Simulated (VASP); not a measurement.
# Sn8Se13 (P1) in VASP: single point with PBEsol

Aim: the single point of Sn8Se13 with PBEsol.

Everything below comes from runs of VASP 6.6.1. Logs are shortened: lines on timing, memory, paths and dates and some standing lists are left out, and cuts for length are marked.

### 1 The cell of the first run

The typed cell holds 21 atoms: a = 7.557 Å, b = 7.414 Å, c = 11.776 Å, α = 86.87°, β = 96.45°, γ = 114.64°.

### 2 Single point, PBEsol

Input file INCAR:

```
PREC = Accurate
ENCUT = 520
EDIFF = 1E-6
ISMEAR = 0
SIGMA = 0.1
LREAL = Auto
LASPH = True
NELM = 60
ALGO = Normal
ISIF = 2
LWAVE = False
LCHARG = True
GGA = PS
LELF = True
LVHAR = True
NBANDS = 111
ISYM = 0
```

Input file KPOINTS:

```
Automatic mesh
0
Gamma
  2 2 1
  0.5 0.5 0
```

Input file POSCAR:

```
Sn8Se13
1.0
    7.5351192621     -0.3906806023      0.4187573747
   -3.4292203047     -6.5696847895     -0.2091002788
   -0.6740344982      0.0005174537    -11.7563797311
Sn Se
8 13
Direct
   -0.0014762098      0.5312572651      0.5152473793
    0.9899899663      0.5029929096      0.9747809944
    0.4771715301      0.4935508244      0.4841614464
    0.4877880262      0.4840172490      0.0473815449
    0.9502945827      0.0211178583      0.4493659936
    1.0609787034      0.9986470025      0.0402048088
    0.4466640422      0.9785560389      0.5230619168
    0.5649378610      0.0231819496      0.9721686240
    0.8801603975      0.1428430774      0.8645965202
    0.3302731564      0.1589423343      0.3552470992
    0.3628386829      0.2146328016      0.8761443625
    0.7912788828      0.6217290988      0.3511888589
    0.2890556367      0.6830183123      0.3624236757
    0.3659460972      0.6675794731      0.8766206352
    0.1664367739      0.3566197955      0.1511219631
    0.1747849539      0.3330199111      0.6217962163
    0.6910020550      0.2902810794      0.1427074379
    0.6695798731      0.3304043476      0.6304082083
    0.1253728479      0.8661862651      0.6286623854
    0.6878373313      0.8407808477      0.1465165474
    0.6640614814      0.8130517033      0.6227698953
```

Potentials or basis: VASP PAW PBE potentials, release 64 (Sn_d, Se).

Command:

```sh
> cat potpaw_PBE.64/Sn_d/POTCAR potpaw_PBE.64/Se/POTCAR > POTCAR
> mpirun -np 1 vasp_std > vasp.out
```

OUTCAR:

```text
PREC = Accurate
   ENCUT = 520
   EDIFF = 1E-6
   ISMEAR = 0
   LREAL = Auto
   LASPH = True
   NELM = 60
   ISIF = 2
   GGA = PS
   ISYM = 0

 ion  position               nearest neighbor table
   1  0.999  0.531  0.515-  16 2.56  12 2.59  19 2.64  18 2.77  13 2.82   7 3.62
   2  0.990  0.503  0.975-  15 2.76   9 2.79  14 2.93  17 3.03   6 3.60   8 3.67
   3  0.477  0.494  0.484-  13 2.65  18 2.69  21 2.72  10 2.73  16 2.76  12 2.79   7 3.73   7 3.75

   4  0.488  0.484  0.047-  15 2.63  17 2.64  14 2.66  20 2.69  11 2.72   6 3.69
   5  0.950  0.021  0.449-  19 2.81  12 2.94  10 2.94  16 2.97  21 3.02
   6  0.061  0.999  0.040-   9 2.76  15 2.79  20 2.96  11 3.02   2 3.60   4 3.69
   7  0.447  0.979  0.523-  21 2.58  10 2.60  19 2.65  18 2.73  13 2.75   1 3.62   3 3.73   3 3.75

   8  0.565  0.023  0.972-   9 2.62  11 2.62  14 2.67  20 2.69  17 2.70   2 3.67
   9  0.880  0.143  0.865-   8 2.62   6 2.76   2 2.79
  10  0.330  0.159  0.355-   7 2.60   3 2.73   5 2.94
  11  0.363  0.215  0.876-   8 2.62   4 2.72   6 3.02
  12  0.791  0.622  0.351-   1 2.59   3 2.79   5 2.94
  13  0.289  0.683  0.362-   3 2.65   7 2.75   1 2.82
  14  0.366  0.668  0.877-   4 2.66   8 2.67   2 2.93
  15  0.166  0.357  0.151-   4 2.63   2 2.76   6 2.79
  16  0.175  0.333  0.622-   1 2.56   3 2.76   5 2.97
  17  0.691  0.290  0.143-   4 2.64   8 2.70   2 3.03
  18  0.670  0.330  0.630-   3 2.69   7 2.73   1 2.77
  19  0.125  0.866  0.629-   1 2.64   7 2.65   5 2.81
  20  0.688  0.841  0.147-   8 2.69   4 2.69   6 2.96
  21  0.664  0.813  0.623-   7 2.58   3 2.72   5 3.02

IMPORTANT INFORMATION: All symmetrisations will be switched off!
NOSYMM: (Re-)initialisation of all symmetry stuff for point group C_1.

----------------------------------------------------------------------------------------

                                     Primitive cell

  volume of cell :     595.8213

  direct lattice vectors                    reciprocal lattice vectors
     7.535119262 -0.390680602  0.418757375     0.129629160 -0.067426716 -0.007435062
    -3.429220305 -6.569684790 -0.209100279    -0.007708306 -0.148204609  0.000435421
    -0.674034498  0.000517454-11.756379731     0.004754438  0.000234272 -0.085332777

  length of vectors
     7.556851948  7.413773200 11.775686271     0.146305712  0.148405572  0.085465446

  position of ions in fractional coordinates (direct lattice)
     0.998523790  0.531257265  0.515247379
     0.989989966  0.502992910  0.974780994
     0.477171530  0.493550824  0.484161446
     0.487788026  0.484017249  0.047381545
     0.950294583  0.021117858  0.449365994
     0.060978703  0.998647003  0.040204809
[... 101 lines left out ...]
   EMIN   =  10.00;   EMAX   =-10.00  energy-range for DOS
   EFERMI =   0.00;   METHOD = LEGACY
   ISMEAR =     0;   SIGMA  =   0.10  broadening in eV -4-tet -1-fermi 0-gaus
   EFERMI_NEDOS =   21; number of points for ismear=-14 and -15
   IALGO  =     38    algorithm
   IMIX   =      4    mixing-type and parameters
     AMIX     =   0.40;   BMIX     =  1.00
     AMIX_MAG =   1.60;   BMIX_MAG =  1.00
  volume/ion in A,a.u.               =      28.37       191.47
  Fermi-wavevector in a.u.,A,eV,Ry     =   1.118461  2.113584 17.020264  1.250954
  Thomas-Fermi vector in A             =   2.255092
   LORBIT       =      0    0 simple, 1 ext, 2 COOP (PROOUT), +10 PAW based schemes
   GGA     = PS    functional components
   LHFCALC =     F    Hartree Fock is set to
   AEXX    =    0.0000 exact exchange contribution
   IVDW    =     0    specifies the selected vdW correction
   LEPSILON=     F    determine dielectric tensor
   LRPA    =     F    only Hartree local field effects (RPA)
 non-spin polarized calculation
 Gauss-broadening in eV      SIGMA  =   0.10
  energy-cutoff  :      520.00
  volume of cell :      595.82
 maximum number of plane-waves:     16056
   NGX = 29   NGY = 27   NGZ = 43

 number of electron     189.9999993 magnetization

 Free energy of the ion-electron system (eV)
  ---------------------------------------------------
  ext. energy  EPLUGINS =         0.00000000
  ---------------------------------------------------
  free energy    TOTEN  =       -90.21633700 eV

  energy without entropy =      -90.21633625  energy(sigma->0) =      -90.21633663

 E-fermi :   4.2294     XC(G=0):  -9.2461

 val. band max:        3.8942052771   @ k =   0.2500   0.2500  -0.0000
 cond. band min:       4.5661515301   @ k =   0.2500   0.2500  -0.0000
 fundamental gap:      0.6719462530
 Fermi energy:         4.2293987316

 k-point     1 :       0.2500    0.2500   -0.0000
  band No.  band energies     occupation
      1     -17.7390      2.00000
      2     -17.7104      2.00000
      3     -17.7042      2.00000
      4     -17.6898      2.00000
      5     -17.6740      2.00000
      6     -17.6713      2.00000
[... 99 lines left out ...]
    106       7.1374      0.00000
    107       7.2255      0.00000

 k-point     2 :      -0.2500    0.2500    0.0000
  band No.  band energies     occupation
      1     -17.7407      2.00000
      2     -17.7105      2.00000
      3     -17.7032      2.00000
      4     -17.6988      2.00000
      5     -17.6745      2.00000
      6     -17.6658      2.00000
[... 99 lines left out ...]
    106       6.9118      0.00000
    107       7.1133      0.00000
 [bands above 107 left out]

------------------------ aborting loop because EDIFF is reached ----------------------------------------

  FORCE on cell =-STRESS in cart. coord.  units (eV):
  Direction    XX          YY          ZZ          XY          YZ          ZX
  --------------------------------------------------------------------------------------
  -------------------------------------------------------------------------------------
  Total        0.2387425      0.3089169      0.0904153      0.1196766     -0.0432765     -0.0049610
  in kB        0.6419841      0.8306847      0.2431290      0.3218132     -0.1163716     -0.0133403
  external PRESSURE =       0.5719326 kB  Pullay stress =       0.0000000 kB

 VOLUME and BASIS-vectors are now :
 -----------------------------------------------------------------------------
  energy-cutoff  :      520.00
  volume of cell :      595.82
      direct lattice vectors                 reciprocal lattice vectors
     7.535119262 -0.390680602  0.418757375     0.129629160 -0.067426716 -0.007435062
    -3.429220305 -6.569684790 -0.209100279    -0.007708306 -0.148204609  0.000435421
    -0.674034498  0.000517454-11.756379731     0.004754438  0.000234272 -0.085332777

 POSITION                                       TOTAL-FORCE (eV/Angst)
 -----------------------------------------------------------------------------------
      5.35490     -3.88003     -5.75039        -0.004640      0.026821     -0.009136
      5.07778     -3.69077    -11.15051        -0.005195     -0.034857      0.023316
      1.57671     -3.42864     -5.59537         0.005144     -0.007840      0.017854
      1.98380     -3.37039     -0.45398         0.009968     -0.006479     -0.005217
      6.78528     -0.50977     -4.88939        -0.019026      0.004109      0.002832
     -2.99220     -6.58460     -0.65595         0.003960      0.023915      0.002312
[... 13 lines left out ...]
      2.20096     -5.79231     -1.61027        -0.003371     -0.010863     -0.009868
      1.79588     -5.60061     -7.21345         0.011293      0.002276     -0.010386
 -----------------------------------------------------------------------------------
    total drift:                                0.010747     -0.015601     -0.006072

  FREE ENERGIE OF THE ION-ELECTRON SYSTEM (eV)
  ---------------------------------------------------
  free  energy   TOTEN  =       -90.2163370035 eV

  energy  without entropy=      -90.2163362541  energy(sigma->0) =      -90.21633663
```

Wall time 5.4 min (1 thread of Intel Xeon Platinum 8259CL at 2.50GHz (Skylake/Cascade Lake), shared host); peak memory 0.63 GiB.

Results:

| Item | Value |
| --- | --- |
| Free energy | -90.2163 eV |
| Pressure | 0.1 GPa |
| Largest force | 0.042 eV/Å |
| Band gap on the k mesh | 0.67 eV |

Forces on the atoms (eV/Å):
```
Sn  -0.005  0.027 -0.009
Sn  -0.005 -0.035  0.023
Sn   0.005 -0.008  0.018
Sn   0.010 -0.006 -0.005
Sn  -0.019  0.004  0.003
Sn   0.004  0.024  0.002
Sn   0.019  0.011 -0.004
Sn  -0.002  0.005 -0.004
Se   0.009  0.001  0.020
Se  -0.005  0.003  0.020
Se   0.002  0.001  0.010
Se   0.002 -0.002  0.000
Se  -0.004 -0.005  0.005
Se  -0.010  0.001  0.012
Se  -0.001 -0.013 -0.026
Se  -0.005  0.005 -0.002
Se  -0.008  0.009 -0.018
Se  -0.003 -0.005 -0.015
Se   0.007 -0.008 -0.009
Se  -0.003 -0.011 -0.010
Se   0.011  0.002 -0.010
```

Caveat: the k points lie up to 0.54 Å⁻¹ apart; the PAW data sets were made with another functional, which shifts forces and pressure a little; spin-orbit coupling is left out, which moves the levels of the heavy elements; a shifted mesh leaves out Γ, where band edges can lie.
